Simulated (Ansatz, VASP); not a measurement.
Two plane-wave programs on Be2BCl2

```
CELL_PARAMETERS angstrom
3.01661 0.00000 0.00000
-1.50830 2.61246 0.00000
0.00000 0.00000 12.42328
ATOMIC_POSITIONS crystal
Be 0.66667 0.33333 0.41883
Be 0.33333 0.66667 0.58117
B 0.00000 0.00000 0.00000
Cl 0.33333 0.66667 0.31696
Cl 0.66667 0.33333 0.68304
```

Change from the starting cell: species swapped into the CaMg2Bi2 type (P-3m1, No. 164).

Alike in both runs: task relaxation of cell and atoms; functional PBE; k mesh 15 × 15 × 4; occupations gaussian, width 0.1 eV; no spin polarisation.

```csv
,VASP,Ansatz
version,VASP 6.6.1,Ansatz 0.2.0
potentials or method,"VASP PAW PBE potentials, release 64 (Be, B, Cl), cutoff 600 eV","scalar-relativistic, plane waves, PAW"
valence electrons in the cell,21,21
```

```tsv
	VASP	Ansatz	Ansatz less VASP
gap on the k mesh at the Fermi level, each at its own relaxed structure (eV)	none	none	-
relaxed volume (Å³/atom)	19.32	20.04	+0.712
relaxed length of the cell vector where the two differ most in proportion (Å)	12.421	12.873	+0.4516
```

A gap of «none» marks a metal or a gap that the smearing closes.
